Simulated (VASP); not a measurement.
# CuO (P6_3mc) in VASP: notebook, part 2 of 2

VASP 6.6.1.

### 5 Single point, PBEsol

This run uses another cell than the first one, of 12.10 Å³/atom, 0.923 times its volume.

INCAR reads:

```
PREC = Accurate
ENCUT = 520
EDIFF = 1E-7
ISMEAR = -1
SIGMA = 0.05
LREAL = False
LASPH = True
NELM = 100
ALGO = Normal
ISIF = 2
LWAVE = False
LCHARG = False
GGA = PS
NBANDS = 25
```

KPOINTS reads:

```
Automatic mesh
0
Gamma
  9 9 5
```

POSCAR reads:

```
CuO
1.0
    3.2435862200      0.0000000000      0.0000000000
   -1.6217931051      2.8090280613      0.0000000000
    0.0000000000      0.0000000000      5.3122453321
Cu O
2 2
Direct
    0.6666666667      0.3333333333      0.0000000000
    0.3333333333      0.6666666667      0.5000000000
    0.6666666667      0.3333333333      0.6252000000
    0.3333333333      0.6666666667      0.1252000000
```

Potentials or basis: VASP PAW PBE potentials, release 64 (Cu, O).

On the command line:

```sh
$ cat potpaw_PBE.64/Cu/POTCAR potpaw_PBE.64/O/POTCAR > POTCAR
$ mpirun -np 1 vasp_std > vasp.out
```

OUTCAR:

```text
PREC = Accurate
   ENCUT = 520
   EDIFF = 1E-7
   ISMEAR = -1
   LREAL = False
   LASPH = True
   NELM = 100
   ISIF = 2
   GGA = PS

 ion  position               nearest neighbor table
   1  0.667  0.333  0.000-   4 1.99   4 1.99   4 1.99   3 1.99
   2  0.333  0.667  0.500-   3 1.99   3 1.99   3 1.99   4 1.99
   3  0.667  0.333  0.625-   2 1.99   2 1.99   2 1.99   1 1.99
   4  0.333  0.667  0.125-   1 1.99   1 1.99   1 1.99   2 1.99

  LATTYP: Found a hexagonal cell.
 ALAT       =     3.2435862200
 C/A-ratio  =     1.6377691147

  Lattice vectors:

 A1 = (   3.2435862200,   0.0000000000,   0.0000000000)
 A2 = (  -1.6217931051,   2.8090280613,   0.0000000000)
 A3 = (   0.0000000000,   0.0000000000,   5.3122453321)

Analysis of symmetry for initial positions (statically):
=====================================================================
 Subroutine PRICEL returns:
 Original cell was already a primitive cell.

 Routine SETGRP: Setting up the symmetry group for a
 hexagonal supercell.

 Subroutine GETGRP returns: Found 12 space group operations
 (whereof  6 operations were pure point group operations)
 out of a pool of 24 trial point group operations.

The static configuration has the point symmetry C_3v.
 The point group associated with its full space group is C_6v.

Analysis of symmetry for dynamics (positions and initial velocities):
=====================================================================
 Subroutine PRICEL returns:
 Original cell was already a primitive cell.

 Routine SETGRP: Setting up the symmetry group for a
 hexagonal supercell.

 Subroutine GETGRP returns: Found 12 space group operations
 (whereof  6 operations were pure point group operations)
 out of a pool of 24 trial point group operations.

The dynamic configuration has the point symmetry C_3v.
 The point group associated with its full space group is C_6v.

 Subroutine INISYM returns: Found 12 space group operations
 (whereof  6 operations are pure point group operations),
 and found     1 'primitive' translations

----------------------------------------------------------------------------------------

                                     Primitive cell

  volume of cell :      48.4016

  direct lattice vectors                    reciprocal lattice vectors
     3.243586220  0.000000000  0.000000000     0.308300730  0.177997509  0.000000000
    -1.621793105  2.809028061  0.000000000     0.000000000  0.355995020  0.000000000
     0.000000000  0.000000000  5.312245332     0.000000000  0.000000000  0.188244318

  length of vectors
     3.243586220  3.243586214  5.312245332     0.355995019  0.355995020  0.188244318

  position of ions in fractional coordinates (direct lattice)
     0.666666667  0.333333333  0.000000000
     0.333333333  0.666666667  0.500000000
     0.666666667  0.333333333  0.625200000
     0.333333333  0.666666667  0.125200000

  ion indices of the primitive-cell ions
   primitive index   ion index
                 1           1
                 2           2
                 3           3
                 4           4

----------------------------------------------------------------------------------------

 KPOINTS: Automatic mesh

Automatic generation of k-mesh.
 Grid dimensions read from file:
 generate k-points for:    9    9    5

 Generating k-lattice:

  Cartesian coordinates                     Fractional coordinates (reciprocal lattice)
     0.034255637  0.019777501  0.000000000     0.111111111 -0.000000000  0.000000000
     0.000000000  0.039555002  0.000000000     0.000000000  0.111111111  0.000000000
     0.000000000  0.000000000  0.037648864     0.000000000  0.000000000  0.200000000

  Length of vectors
     0.039555002  0.039555002  0.037648864

  Shift w.r.t. Gamma in fractional coordinates (k-lattice)
     0.000000000  0.000000000  0.000000000

 Subroutine IBZKPT returns following result:
 ===========================================

 Found     36 irreducible k-points:

 Following reciprocal coordinates:
            Coordinates               Weight
  0.000000  0.000000  0.000000      1.000000
  0.111111 -0.000000  0.000000      6.000000
  0.222222  0.000000  0.000000      6.000000
  0.333333  0.000000  0.000000      6.000000
  0.444444  0.000000  0.000000      6.000000
  0.111111  0.111111  0.000000      6.000000
[... 16 lines left out ...]
  0.333333  0.222222  0.200000     24.000000
  0.333333  0.333333  0.200000      4.000000
 [... further k-points ...]
   k-points           NKPTS =     36   k-points in BZ     NKDIM =     36   number of bands    NBANDS=     25
   number of dos      NEDOS =    301   number of ions     NIONS =      4
   total plane-waves  NPLWV =  23040
   dimension x,y,z NGX =    24 NGY =   24 NGZ =   40
   dimension x,y,z NGXF=    48 NGYF=   48 NGZF=   80
   ions per type =               2   2
   NGX,Y,Z   is equivalent  to a cutoff of  12.30, 12.30, 12.52 a.u.
   NGXF,Y,Z  is equivalent  to a cutoff of  24.60, 24.60, 25.04 a.u.
 SYSTEM =  unknown system
   PREC   = accura    normal or accurate (medium, high low for compatibility)
   ISTART =      0    job   : 0-new  1-cont  2-samecut
   ICHARG =      2    charge: 1-file 2-atom 10-const
   ISPIN  =      1    spin polarized calculation?
   LNONCOLLINEAR =      F non collinear calculations
   LSORBIT =      F    spin-orbit coupling
   LASPH  =      T    aspherical Exc in radial PAW
   ENCUT  =  520.0 eV  38.22 Ry    6.18 a.u.   6.03  6.03  9.88*2*pi/ulx,y,z
   NELM   =    100;   NELMIN=  2; NELMDL= -5     # of ELM steps
   EDIFF  = 0.1E-06   stopping-criterion for ELM
   LREAL  =      F    real-space projection
   EDIFFG = 0.1E-05   stopping-criterion for IOM
   NSW    =      0    number of steps for IOM
   IBRION =     -1    ionic relax: 0-MD 1-quasi-New 2-CG
   NFREE  =      0    steps in history (QN), initial steepest desc. (CG)
   ISIF   =      2    stress and relaxation
   ISYM   =      2    0-nonsym 1-usesym 2-fastsym
   POTIM  = 0.5000    time-step for ionic-motion
   TEBEG  =    0.0;   TEEND  =   0.0 temperature during run
   PSTRESS=    0.0 pullay stress
   NELECT =      34.0000    total number of electrons
   NUPDOWN=      -1.0000    fix difference up-down
   EMIN   =  10.00;   EMAX   =-10.00  energy-range for DOS
   EFERMI =   0.00;   METHOD = LEGACY
   ISMEAR =    -1;   SIGMA  =   0.05  broadening in eV -4-tet -1-fermi 0-gaus
   EFERMI_NEDOS =   21; number of points for ismear=-14 and -15
   IALGO  =     38    algorithm
   IMIX   =      4    mixing-type and parameters
     AMIX     =   0.40;   BMIX     =  1.00
     AMIX_MAG =   1.60;   BMIX_MAG =  1.00
  volume/ion in A,a.u.               =      12.10        81.66
  Fermi-wavevector in a.u.,A,eV,Ry     =   1.455285  2.750089 28.815141  2.117853
  Thomas-Fermi vector in A             =   2.572337
   LORBIT       =      0    0 simple, 1 ext, 2 COOP (PROOUT), +10 PAW based schemes
   GGA     = PS    functional components
   LHFCALC =     F    Hartree Fock is set to
   AEXX    =    0.0000 exact exchange contribution
   IVDW    =     0    specifies the selected vdW correction
   LEPSILON=     F    determine dielectric tensor
   LRPA    =     F    only Hartree local field effects (RPA)
 non-spin polarized calculation
  energy-cutoff  :      520.00
  volume of cell :       48.40
 maximum number of plane-waves:      1332
   NGX = 13   NGY = 13   NGZ = 19

 number of electron      34.0000047 magnetization

 Free energy of the ion-electron system (eV)
  ---------------------------------------------------
  ext. energy  EPLUGINS =         0.00000000
  ---------------------------------------------------
  free energy    TOTEN  =       -20.65708935 eV

  energy without entropy =      -20.60869574  energy(sigma->0) =      -20.63289255

 E-fermi :   3.3471     XC(G=0): -11.0660

 val. band max:        3.3430140662   @ k =   0.1111   0.1111   0.0000
 cond. band min:       3.3508863947   @ k =   0.3333   0.1111   0.2000
 fundamental gap:      0.0078723285
 Fermi energy:         3.3471223416

 k-point     1 :       0.0000    0.0000    0.0000
  band No.  band energies     occupation
      1     -15.1358      2.00000
      2     -14.5208      2.00000
      3      -2.3731      2.00000
      4      -1.2310      2.00000
      5      -1.2310      2.00000
      6      -1.2155      2.00000
[... 17 lines left out ...]
     24      17.5164      0.00000
     25      18.1084      0.00000
[... 621 lines left out ...]
      3      -1.6294      2.00000
      4      -1.6294      2.00000
      5      -1.5313      2.00000
      6      -1.5263      2.00000
[... 17 lines left out ...]
     24      13.5860      0.00000
     25      16.6518      0.00000

 [... further k-points ...]
[... 5 lines left out ...]
  --------------------------------------------------------------------------------------
  -------------------------------------------------------------------------------------
  Total       -3.4745626     -3.4745626     -2.9705094     -0.0000000     -0.0000000      0.0000000
  in kB     -115.0140987   -115.0140983    -98.3290553     -0.0000002     -0.0000000      0.0000000
  external PRESSURE =    -109.4524174 kB  Pullay stress =       0.0000000 kB

 VOLUME and BASIS-vectors are now :
 -----------------------------------------------------------------------------
  energy-cutoff  :      520.00
  volume of cell :       48.40
      direct lattice vectors                 reciprocal lattice vectors
     3.243586220  0.000000000  0.000000000     0.308300730  0.177997509  0.000000000
    -1.621793105  2.809028061  0.000000000     0.000000000  0.355995020  0.000000000
     0.000000000  0.000000000  5.312245332     0.000000000  0.000000000  0.188244318

 POSITION                                       TOTAL-FORCE (eV/Angst)
 -----------------------------------------------------------------------------------
      1.62179      0.93634      0.00000        -0.000000      0.000000     -0.086520
      0.00000      1.87269      2.65612         0.000000     -0.000000     -0.086520
      1.62179      0.93634      3.32122         0.000000      0.000000      0.086520
      0.00000      1.87269      0.66509         0.000000      0.000000      0.086520
 -----------------------------------------------------------------------------------
    total drift:                                0.000001      0.000001      0.000045

  FREE ENERGIE OF THE ION-ELECTRON SYSTEM (eV)
  ---------------------------------------------------
  free  energy   TOTEN  =       -20.6570893542 eV

  energy  without entropy=      -20.6086957407  energy(sigma->0) =      -20.63289255
```

stdout:

```text
POSCAR found type information on POSCAR CuO
 POSCAR found :  2 types and       4 ions
 scaLAPACK will be used
 -----------------------------------------------------------------------------
|                                                                             |
|                                                                             |
|     You enforced a specific xc type in the INCAR file but a different       |
|     I HOPE YOU KNOW WHAT YOU ARE DOING!                                     |
|                                                                             |
 -----------------------------------------------------------------------------

 LDA part: xc-table for (Slater+PW92), standard interpolation
 POSCAR, INCAR and KPOINTS ok, starting setup
 FFT: planning ... GRIDC
 FFT: planning ... GRID_SOFT
 FFT: planning ... GRID
 WAVECAR not read
 entering main loop
```

It took 16 s on 1 thread of Intel Xeon 6975P-C (Granite Rapids), shared host; peak memory 0.17 GiB.

What came out:

```yaml
Free_energy: -20.6571 eV
Pressure: -10.9 GPa
Largest_force: 0.087 eV/Å
Band_gap_on_the_k_mesh: zero (band 17 reaches 4.13 eV, above the bottom of band 18 at 2.73 eV)
```

Forces in eV/Å, atoms in the order of the input:
```
Cu   0.000  0.000 -0.087
Cu   0.000  0.000 -0.087
O    0.000  0.000  0.087
O    0.000  0.000  0.087
```

Stress tensor (GPa, compression positive):
```
-11.50   0.00   0.00
  0.00 -11.50   0.00
  0.00   0.00  -9.83
```

Levels at points of the mesh, in eV from the Fermi level:
```csv
k point,band 14,band 15,band 16,band 17,band 18,band 19,band 20,band 21
"(0.00, 0.00, 0.00)",0.03,0.03,0.67,0.79,0.79,0.92,5.73,7.77
```

Caveat: the PAW data sets were made with another functional, which shifts forces and pressure a little; semilocal functionals often make such compounds metallic where correlation or magnetic order opens a gap, which also shifts bond lengths. With open d or f shells a metallic result of PBEsol can be an artefact of self-interaction; +U or a hybrid may open a gap.

### 6 Single point, PBEsol

This run uses another cell than the first one, of 12.35 Å³/atom, 0.942 times its volume.

INCAR reads:

```
SYSTEM = CuO
PREC = Accurate ; ENCUT = 520
EDIFF = 1E-7 ; ISMEAR = -1
SIGMA = 0.05 ; LREAL = .FALSE.
LASPH = .TRUE. ; NELM = 80
ALGO = Normal ; ISIF = 2
LWAVE = .FALSE. ; LCHARG = .FALSE.
GGA = PS ; NBANDS = 25
```

KPOINTS reads:

```
Automatic mesh
0
G
  9 9 5
  0 0 0
```

POSCAR reads:

```
CuO
1.0
    3.2659564870      0.0000000000      0.0000000000
   -1.6329782385      2.8284012808      0.0000000000
    0.0000000000      0.0000000000      5.3488826646
Cu O
2 2
Direct
    0.6666666667      0.3333333333      0.0000000000
    0.3333333333      0.6666666667      0.5000000000
    0.6666666667      0.3333333333      0.6252000000
    0.3333333333      0.6666666667      0.1252000000
```

Potentials or basis: VASP PAW PBE potentials, release 64 (Cu, O).

On the command line:

```sh
$ cat potpaw_PBE.64/Cu/POTCAR potpaw_PBE.64/O/POTCAR > POTCAR
$ mpirun -np 1 vasp_std > vasp.out
```

Wall time 17 s (1 thread of Intel Xeon 6975P-C (Granite Rapids), shared host); peak memory 0.18 GiB.

It converged, with:

```
Free energy            : -20.5830 eV
Pressure               : -13.0 GPa
Largest force          : 0.078 eV/Å
Band gap on the k mesh : zero (band 17 reaches 3.89 eV, above the bottom of band 18 at 2.52 eV)
```

Forces in eV/Å, atoms in the order of the input:
```
Cu   0.000  0.000 -0.078
Cu   0.000  0.000 -0.078
O    0.000  0.000  0.078
O    0.000  0.000  0.078
```

Stress tensor (GPa, compression positive):
```
-13.45   0.00   0.00
  0.00 -13.45   0.00
  0.00   0.00 -11.96
```

Levels at points of the mesh, in eV from the Fermi level:
| k point | band 13 | band 14 | band 15 | band 16 | band 17 | band 18 | band 19 | band 20 | band 21 | band 22 |
| --- | --- | --- | --- | --- | --- | --- | --- | --- | --- | --- |
| (0.00, 0.00, 0.00) | -1.63 | 0.03 | 0.03 | 0.65 | 0.77 | 0.77 | 0.89 | 5.65 | 7.70 | 13.50 |

Caveat: the PAW data sets were made with another functional, which shifts forces and pressure a little; semilocal functionals often make such compounds metallic where correlation or magnetic order opens a gap, which also shifts bond lengths. With open d or f shells a metallic result of PBEsol can be an artefact of self-interaction; +U or a hybrid may open a gap.

### 7 The runs side by side

```csv
level,cell,gap on the mesh (eV),pressure (GPa),largest force (eV/Å)
PBE,"a = 3.331, b = 3.331, c = 5.456 Å, angles 90.0, 90.0, 120.0°, 4 atoms",none,-12.0,0.06
PBE,"a = 3.353, b = 3.353, c = 5.491 Å, angles 90.0, 90.0, 120.0°, 4 atoms",none,-13.3,0.05
PBEsol,"a = 3.221, b = 3.221, c = 5.275 Å, angles 90.0, 90.0, 120.0°, 4 atoms",none,-8.6,0.10
PBEsol,"a = 3.244, b = 3.244, c = 5.312 Å, angles 90.0, 90.0, 120.0°, 4 atoms",none,-10.9,0.09
PBEsol,"a = 3.266, b = 3.266, c = 5.349 Å, angles 90.0, 90.0, 120.0°, 4 atoms",none,-13.0,0.08
```

Alike in all rows: task single point; potentials or basis VASP PAW PBE potentials, release 64 (Cu, O); no spin polarisation; k mesh 9 × 9 × 5; cutoff (eV) 520; smearing fermi-dirac 0.05 eV.

Caveats: semilocal functionals often make such compounds metallic where correlation or magnetic order opens a gap, which also shifts bond lengths; the PAW data sets were made with another functional, which shifts forces and pressure a little (some runs).

Total energies depend on the potentials used, so only differences within one code and one set of settings carry meaning.
